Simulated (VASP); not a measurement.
# C (R-3m) in VASP: a series of runs

Runs on C. Level: LDA. Tasks: single point.

Everything below comes from runs of VASP 6.6.1. Logs are shortened: lines on timing, memory, paths and dates and some standing lists are left out, and cuts for length are marked.

### Step 1. The cell of the first run

Symmetry: R-3m, No. 166, trigonal system. The conventional cell has a = 2.491 Å, b = 2.491 Å, c = 30.762 Å, α = 90.00°, β = 90.00°, γ = 120.00°. C (site symmetry 3m) has 4 C at 1.53 Å within 2.0 Å. Within 2.0 Å of C (site symmetry 3m) lie 4 C at 1.53 Å. Within 2.0 Å of C (site symmetry 3m) lie 4 C at 1.53 Å. C (site symmetry 3m) has 4 C at 1.53 to 1.55 Å within 2.0 Å. C (site symmetry 3m) has 4 C at 1.53 to 1.55 Å within 2.0 Å.

### Step 2. Single point, LDA

Input file INCAR:

```
  PREC = Accurate
  ENCUT = 520
  EDIFF = 1E-6
  ISMEAR = 0
  SIGMA = 0.05
  LREAL = F
  LASPH = T
  NELM = 80
  ALGO = Normal
  ISIF = 2
  LWAVE = F
  LCHARG = T
  GGA = CA
  LELF = T
  LVHAR = T
  NBANDS = 31
  ISYM = 0
```

Input file KPOINTS:

```
regular mesh
0
Gamma
  10 10 3
```

Input file POSCAR:

```
C
1.0
   -2.4912907516      0.0000000000      0.0000000000
   -1.2456453758     -2.1575210791      0.0000000000
    1.2456453758      0.7191736930     10.2538776052
C
10
Direct
    0.0248185525      0.0248185525      0.0744556576
    0.9751814475      0.9751814475      0.9255443424
    0.1086956498      0.1086956498      0.3260869493
    0.8913043502      0.8913043502      0.6739130507
    0.1583656632      0.1583656632      0.4750969895
    0.8416343368      0.8416343368      0.5249030105
    0.3748645769      0.3748645769      0.1245937306
    0.6251354231      0.6251354231      0.8754062694
    0.4253218689      0.4253218689      0.2759656066
    0.5746781311      0.5746781311      0.7240343934
```

Potentials or basis: VASP PAW LDA potentials, release 64 (C).

Started as:

```
$ cat potpaw_LDA.64/C/POTCAR > POTCAR
$ mpirun -np 1 vasp_std > vasp.out
```

OUTCAR:

```text
PREC = Accurate
   ENCUT = 520
   EDIFF = 1E-6
   ISMEAR = 0
   LREAL = F
   LASPH = T
   NELM = 80
   ISIF = 2
   GGA = CA
   ISYM = 0

 ion  position               nearest neighbor table
   1  0.025  0.025  0.074-   2 1.53   7 1.53   7 1.53   7 1.53
   2  0.975  0.975  0.926-   1 1.53   8 1.53   8 1.53   8 1.53
   3  0.109  0.109  0.326-   9 1.53   9 1.53   9 1.53   5 1.53
   4  0.891  0.891  0.674-  10 1.53  10 1.53  10 1.53   6 1.53
   5  0.158  0.158  0.475-   6 1.53   6 1.53   6 1.53   3 1.53
   6  0.842  0.842  0.525-   5 1.53   5 1.53   5 1.53   4 1.53
   7  0.375  0.375  0.125-   1 1.53   1 1.53   1 1.53   9 1.55
   8  0.625  0.625  0.875-   2 1.53   2 1.53   2 1.53  10 1.55
   9  0.425  0.425  0.276-   3 1.53   3 1.53   3 1.53   7 1.55
  10  0.575  0.575  0.724-   4 1.53   4 1.53   4 1.53   8 1.55

IMPORTANT INFORMATION: All symmetrisations will be switched off!
NOSYMM: (Re-)initialisation of all symmetry stuff for point group C_1.

----------------------------------------------------------------------------------------

                                     Primitive cell

  volume of cell :      55.1147

  direct lattice vectors                    reciprocal lattice vectors
    -2.491290752  0.000000000  0.000000000    -0.401398351  0.231747446  0.032508027
    -1.245645376 -2.157521079  0.000000000     0.000000000 -0.463494892  0.032508027
     1.245645376  0.719173693 10.253877605     0.000000000  0.000000000  0.097524082

  length of vectors
     2.491290752  2.491290752 10.354267195     0.464633497  0.464633497  0.097524082

  position of ions in fractional coordinates (direct lattice)
     0.024818553  0.024818553  0.074455658
     0.975181447  0.975181447  0.925544342
     0.108695650  0.108695650  0.326086949
     0.891304350  0.891304350  0.673913051
     0.158365663  0.158365663  0.475096990
     0.841634337  0.841634337  0.524903010
     0.374864577  0.374864577  0.124593731
     0.625135423  0.625135423  0.875406269
     0.425321869  0.425321869  0.275965607
     0.574678131  0.574678131  0.724034393

  ion indices of the primitive-cell ions
   primitive index   ion index
                 1           1
                 2           2
                 3           3
                 4           4
                 5           5
                 6           6
                 7           7
                 8           8
                 9           9
                10          10

----------------------------------------------------------------------------------------

 KPOINTS: regular mesh

Automatic generation of k-mesh.
 Grid dimensions read from file:
 generate k-points for:   10   10    3

 Generating k-lattice:

  Cartesian coordinates                     Fractional coordinates (reciprocal lattice)
    -0.040139835  0.023174745  0.003250803     0.100000000  0.000000000 -0.000000000
     0.000000000 -0.046349489  0.003250803     0.000000000  0.100000000 -0.000000000
     0.000000000  0.000000000  0.032508027     0.000000000  0.000000000  0.333333333

  Length of vectors
     0.046463350  0.046463350  0.032508027

  Shift w.r.t. Gamma in fractional coordinates (k-lattice)
     0.000000000  0.000000000  0.000000000

 -----------------------------------------------------------------------------
|                                                                             |
|           W    W    AA    RRRRR   N    N  II  N    N   GGGG   !!!           |
|           W    W   A  A   R    R  NN   N  II  NN   N  G    G  !!!           |
|           W    W  A    A  R    R  N N  N  II  N N  N  G       !!!           |
|           W WW W  AAAAAA  RRRRR   N  N N  II  N  N N  G  GGG   !            |
|           WW  WW  A    A  R   R   N   NN  II  N   NN  G    G                |
|           W    W  A    A  R    R  N    N  II  N    N   GGGG   !!!           |
|                                                                             |
|     Your reciprocal lattice and k-lattice belong to different lattice       |
|     classes:                                                                |
|                                                                             |
|        The reciprocal lattice is rhombohedral (trigonal),                   |
|        whereas your k-lattice is base-centered monoclinic.                  |
|                                                                             |
|     Results are often still useful ...                                      |
|                                                                             |
 -----------------------------------------------------------------------------

 WARNING: IBZKPT: internal override: KBLOWUP is changed to .FALSE.
      ... skipping the blow-up phase ...

 Subroutine IBZKPT returns following result:
 ===========================================

 Found    152 irreducible k-points:

 Following reciprocal coordinates:
            Coordinates               Weight
  0.000000  0.000000  0.000000      1.000000
  0.100000  0.000000 -0.000000      2.000000
  0.200000  0.000000 -0.000000      2.000000
  0.300000  0.000000  0.000000      2.000000
  0.400000  0.000000  0.000000      2.000000
  0.500000  0.000000  0.000000      1.000000
[... 16 lines left out ...]
 -0.400000  0.200000  0.000000      2.000000
 -0.300000  0.200000  0.000000      2.000000
 [... further k-points ...]
   k-points           NKPTS =    152   k-points in BZ     NKDIM =    152   number of bands    NBANDS=     31
   number of dos      NEDOS =    301   number of ions     NIONS =     10
   total plane-waves  NPLWV =  32000
   dimension x,y,z NGX =    20 NGY =   20 NGZ =   80
   dimension x,y,z NGXF=    40 NGYF=   40 NGZF=  160
   ions per type =              10
   NGX,Y,Z   is equivalent  to a cutoff of  13.35, 13.35, 12.84 a.u.
   NGXF,Y,Z  is equivalent  to a cutoff of  26.69, 26.69, 25.69 a.u.
 SYSTEM =  unknown system
   PREC   = accura    normal or accurate (medium, high low for compatibility)
   ISTART =      0    job   : 0-new  1-cont  2-samecut
   ICHARG =      2    charge: 1-file 2-atom 10-const
   ISPIN  =      1    spin polarized calculation?
   LNONCOLLINEAR =      F non collinear calculations
   LSORBIT =      F    spin-orbit coupling
   LASPH  =      T    aspherical Exc in radial PAW
   ENCUT  =  520.0 eV  38.22 Ry    6.18 a.u.   4.63  4.63 19.25*2*pi/ulx,y,z
   NELM   =     80;   NELMIN=  2; NELMDL= -5     # of ELM steps
   EDIFF  = 0.1E-05   stopping-criterion for ELM
   LREAL  =      F    real-space projection
   EDIFFG = 0.1E-04   stopping-criterion for IOM
   NSW    =      0    number of steps for IOM
   IBRION =     -1    ionic relax: 0-MD 1-quasi-New 2-CG
   NFREE  =      0    steps in history (QN), initial steepest desc. (CG)
   ISIF   =      2    stress and relaxation
   ISYM   =      0    0-nonsym 1-usesym 2-fastsym
   POTIM  = 0.5000    time-step for ionic-motion
   TEBEG  =    0.0;   TEEND  =   0.0 temperature during run
   PSTRESS=    0.0 pullay stress
   NELECT =      40.0000    total number of electrons
   NUPDOWN=      -1.0000    fix difference up-down
   EMIN   =  10.00;   EMAX   =-10.00  energy-range for DOS
   EFERMI =   0.00;   METHOD = LEGACY
   ISMEAR =     0;   SIGMA  =   0.05  broadening in eV -4-tet -1-fermi 0-gaus
   EFERMI_NEDOS =   21; number of points for ismear=-14 and -15
   IALGO  =     38    algorithm
   IMIX   =      4    mixing-type and parameters
     AMIX     =   0.40;   BMIX     =  1.00
     AMIX_MAG =   1.60;   BMIX_MAG =  1.00
  volume/ion in A,a.u.               =       5.51        37.19
  Fermi-wavevector in a.u.,A,eV,Ry     =   1.471202  2.780169 29.448929  2.164435
  Thomas-Fermi vector in A             =   2.586366
   LORBIT       =      0    0 simple, 1 ext, 2 COOP (PROOUT), +10 PAW based schemes
   GGA     = CA    functional components
   LHFCALC =     F    Hartree Fock is set to
   AEXX    =    0.0000 exact exchange contribution
   IVDW    =     0    specifies the selected vdW correction
   LEPSILON=     F    determine dielectric tensor
   LRPA    =     F    only Hartree local field effects (RPA)
 non-spin polarized calculation
 Gauss-broadening in eV      SIGMA  =   0.05
  energy-cutoff  :      520.00
  volume of cell :       55.11
 maximum number of plane-waves:      1502
   NGX =  9   NGY =  9   NGZ = 39

 number of electron      39.9999998 magnetization

 Free energy of the ion-electron system (eV)
  ---------------------------------------------------
  ext. energy  EPLUGINS =         0.00000000
  ---------------------------------------------------
  free energy    TOTEN  =      -101.15435554 eV

  energy without entropy =     -101.15435554  energy(sigma->0) =     -101.15435554

 E-fermi :  10.4986     XC(G=0): -13.6370

 val. band max:       10.2605583032   @ k =   0.0000   0.0000   0.0000
 cond. band min:      14.7784183189   @ k =   0.0000  -0.4000   0.3333
 fundamental gap:      4.5178600157
 Fermi energy:        10.4986342922

 k-point     1 :       0.0000    0.0000    0.0000
  band No.  band energies     occupation
      1     -11.5682      2.00000
      2     -10.4929      2.00000
      3     -10.4187      2.00000
      4      -7.2544      2.00000
      5      -7.2332      2.00000
      6      -1.5043      2.00000
[... 23 lines left out ...]
     30      18.8937      0.00000
     31      18.8939      0.00000

 k-point     2 :       0.1000    0.0000   -0.0000
  band No.  band energies     occupation
      1     -11.3152      2.00000
      2     -10.2875      2.00000
      3     -10.1232      2.00000
      4      -7.1401      2.00000
      5      -6.8726      2.00000
      6      -1.4698      2.00000
[... 740 lines left out ...]
 k-point    24 :      -0.3000    0.2000    0.0000
  band No.  band energies     occupation
      1      -6.9355      2.00000
      2      -5.9689      2.00000
      3      -5.8396      2.00000
      4      -3.2199      2.00000
      5      -3.0984      2.00000
      6      -1.7900      2.00000
[... 23 lines left out ...]
     30      21.6828      0.00000
     31      22.0514      0.00000

 [... further k-points ...]

------------------------ aborting loop because EDIFF is reached ----------------------------------------

  FORCE on cell =-STRESS in cart. coord.  units (eV):
  Direction    XX          YY          ZZ          XY          YZ          ZX
  --------------------------------------------------------------------------------------
  -------------------------------------------------------------------------------------
  Total        0.5615658      0.5616221      0.5511636     -0.0000367     -0.0000047     -0.0000070
  in kB       16.3246411     16.3262768     16.0222513     -0.0010681     -0.0001352     -0.0002030
  external PRESSURE =      16.2243897 kB  Pullay stress =       0.0000000 kB

 VOLUME and BASIS-vectors are now :
 -----------------------------------------------------------------------------
  energy-cutoff  :      520.00
  volume of cell :       55.11
      direct lattice vectors                 reciprocal lattice vectors
    -2.491290752  0.000000000  0.000000000    -0.401398351  0.231747446  0.032508027
    -1.245645376 -2.157521079  0.000000000     0.000000000 -0.463494892  0.032508027
     1.245645376  0.719173693 10.253877605     0.000000000  0.000000000  0.097524082

 POSITION                                       TOTAL-FORCE (eV/Angst)
 -----------------------------------------------------------------------------------
      0.00000      0.00000      0.76346        -0.000019     -0.000013     -0.000735
     -2.49129     -1.43835      9.49042         0.000018      0.000007      0.000738
     -0.00000     -0.00000      3.34366         0.000005      0.000002      0.000142
     -2.49129     -1.43835      6.91022        -0.000003     -0.000002     -0.000144
     -0.00000     -0.00000      4.87159        -0.000004     -0.000002     -0.000413
     -2.49129     -1.43835      5.38229         0.000003      0.000003      0.000410
     -1.24565     -0.71917      1.27757        -0.000005      0.000002      0.005132
     -1.24565     -0.71917      8.97631         0.000004      0.000001     -0.005128
     -1.24565     -0.71917      2.82972         0.000009      0.000007     -0.005241
     -1.24565     -0.71917      7.42416        -0.000006     -0.000005      0.005239
 -----------------------------------------------------------------------------------
    total drift:                                0.000008     -0.000001      0.000004

  FREE ENERGIE OF THE ION-ELECTRON SYSTEM (eV)
  ---------------------------------------------------
  free  energy   TOTEN  =      -101.1543555426 eV

  energy  without entropy=     -101.1543555426  energy(sigma->0) =     -101.15435554
```

Wall time 3.1 min (1 thread of Intel Xeon Platinum 8259CL at 2.50GHz (Skylake/Cascade Lake), shared host); peak memory 0.27 GiB.

Results:

```
Free energy            : -101.1544 eV
Pressure               : 1.6 GPa
Largest force          : 0.005 eV/Å
Band gap on the k mesh : 4.52 eV (least direct gap 5.37 eV)
```

Forces in eV/Å, atoms in the order of the input:
```
C    0.000  0.000 -0.001
C    0.000  0.000  0.001
C    0.000  0.000  0.000
C    0.000  0.000  0.000
C    0.000  0.000  0.000
C    0.000  0.000  0.000
C    0.000  0.000  0.005
C    0.000  0.000 -0.005
C    0.000  0.000 -0.005
C    0.000  0.000  0.005
```

Caveat: an odd mesh through Γ misses points on the zone boundary, where band edges can lie. Expect the measured gap to be larger: semilocal functionals such as LDA lack the derivative discontinuity.

### Step 3. Single point, LDA

This run uses another cell than the first one, of the same volume but with other edges.

Input file INCAR:

```
  PREC = Accurate
  ENCUT = 520
  EDIFF = 1E-7
  ISMEAR = 0
  SIGMA = 0.02
  LREAL = False
  LASPH = True
  NELM = 60
  ALGO = Normal
  ISIF = 2
  LWAVE = False
  LCHARG = True
  GGA = CA
  LELF = True
  LVHAR = True
  NBANDS = 31
```

Input file KPOINTS:

```
regular mesh
0
Gamma
  12 12 12
```

Input file POSCAR:

```
C
1.0
    1.2456453758      0.7191736930     10.2538776052
   -1.2456453758      0.7191736930     10.2538776052
    0.0000000000     -1.4383473861     10.2538776052
C
10
Direct
    0.0248185525      0.0248185525      0.0248185525
    0.9751814475      0.9751814475      0.9751814475
    0.1086956498      0.1086956498      0.1086956498
    0.8913043502      0.8913043502      0.8913043502
    0.1583656632      0.1583656632      0.1583656632
    0.8416343368      0.8416343368      0.8416343368
    0.3748645769      0.3748645769      0.3748645769
    0.6251354231      0.6251354231      0.6251354231
    0.4253218689      0.4253218689      0.4253218689
    0.5746781311      0.5746781311      0.5746781311
```

Potentials or basis: VASP PAW LDA potentials, release 64 (C).

Started as:

```
$ cat potpaw_LDA.64/C/POTCAR > POTCAR
$ mpirun -np 1 vasp_std > vasp.out
```

It took 69 min on 1 thread of Intel Xeon Platinum 8259CL at 2.50GHz (Skylake/Cascade Lake), shared host; peak memory 0.74 GiB.

Results (log left out):

```
Free energy            : -101.1545 eV
Pressure               : 1.6 GPa
Largest force          : 0.006 eV/Å
Band gap on the k mesh : 4.53 eV (least direct gap 5.37 eV)
```

Forces on the atoms (eV/Å):
```
C    0.000  0.000  0.000
C    0.000  0.000  0.000
C    0.000  0.000  0.000
C    0.000  0.000  0.000
C    0.000  0.000  0.000
C    0.000  0.000  0.000
C    0.000  0.000  0.006
C    0.000  0.000 -0.006
C    0.000  0.000 -0.006
C    0.000  0.000  0.006
```

Levels at points of the mesh, in eV from the valence-band top:
| k point | band 16 | band 17 | band 18 | band 19 | band 20 | band 21 | band 22 | band 23 | band 24 | band 25 |
| --- | --- | --- | --- | --- | --- | --- | --- | --- | --- | --- |
| (0.00, 0.00, 0.00) | -1.33 | -1.33 | -0.20 | 0.00 | 0.00 | 5.37 | 5.37 | 5.52 | 6.82 | 6.82 |
| (0.50, 0.00, 0.00) | -4.91 | -4.57 | -4.52 | -3.65 | -3.00 | 4.87 | 4.87 | 6.26 | 6.39 | 6.64 |
| (0.50, 0.50, 0.00) | -5.54 | -4.28 | -4.18 | -3.50 | -3.48 | 4.65 | 5.48 | 5.56 | 5.58 | 7.09 |
| (0.50, 0.50, 0.50) | -1.87 | -0.48 | -0.48 | -0.43 | -0.43 | 5.87 | 5.87 | 5.97 | 5.97 | 6.45 | Expect the measured gap to be larger: semilocal functionals such as LDA lack the derivative discontinuity.
